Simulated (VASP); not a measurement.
Here is a VASP 6.6.1 calculation.

The input POSCAR:

```
Nb3Pb
1.0
    5.3526299802      0.0000000000      0.0000000000
    0.0000000000      5.3526299802      0.0000000000
    0.0000000000      0.0000000000      5.3526299802
Nb Pb
6 2
Direct
    0.2500000000      0.0000000000      0.5000000000
    0.5000000000      0.7500000000      0.0000000000
    0.7500000000      0.0000000000      0.5000000000
    0.5000000000      0.2500000000      0.0000000000
    0.0000000000      0.5000000000      0.7500000000
    0.0000000000      0.5000000000      0.2500000000
    0.0000000000      0.0000000000      0.0000000000
    0.5000000000      0.5000000000      0.5000000000
```

File INCAR.step1:

```
PREC = Accurate
ENCUT = 520
ISMEAR = -1
SIGMA = 0.1
LREAL = F
LASPH = T
NELM = 100
NBANDS = 63
GGA = PE
ALGO = Normal
EDIFF = 1E-4
LWAVE = T
LCHARG = F
```

Contents of INCAR.step2:

```
PREC = Accurate
ENCUT = 520
EDIFF = 1E-6
ISMEAR = -1
SIGMA = 0.1
LREAL = F
LASPH = T
NELM = 100
ALGO = Normal
ISIF = 2
LWAVE = F
LCHARG = F
METAGGA = R2SCAN
LMIXTAU = T
NBANDS = 63
ISTART = 1
```

Contents of KPOINTS:

```
Automatic mesh
0
Gamma
  6 6 6
```

Potentials or basis: VASP PAW PBE potentials, release 64 (Nb_sv, Pb_d).

Run with:

```console
$ cat potpaw_PBE.64/Nb_sv/POTCAR potpaw_PBE.64/Pb_d/POTCAR > POTCAR
$ cp INCAR.step1 INCAR
$ mpirun -np 1 vasp_std > vasp.out
$ cp INCAR.step2 INCAR
$ mpirun -np 1 vasp_std > vasp.out
```

Question: Predict the pressure.

Answer: -0.1 GPa.

Question: What does it give for the band gap on the k mesh?

Answer: Zero (bands 53 and 54 overlap by 0.67 eV).

Caveat: the PAW data sets were made with another functional, which shifts forces and pressure a little; spin-orbit coupling is left out, which moves the levels of the heavy elements.
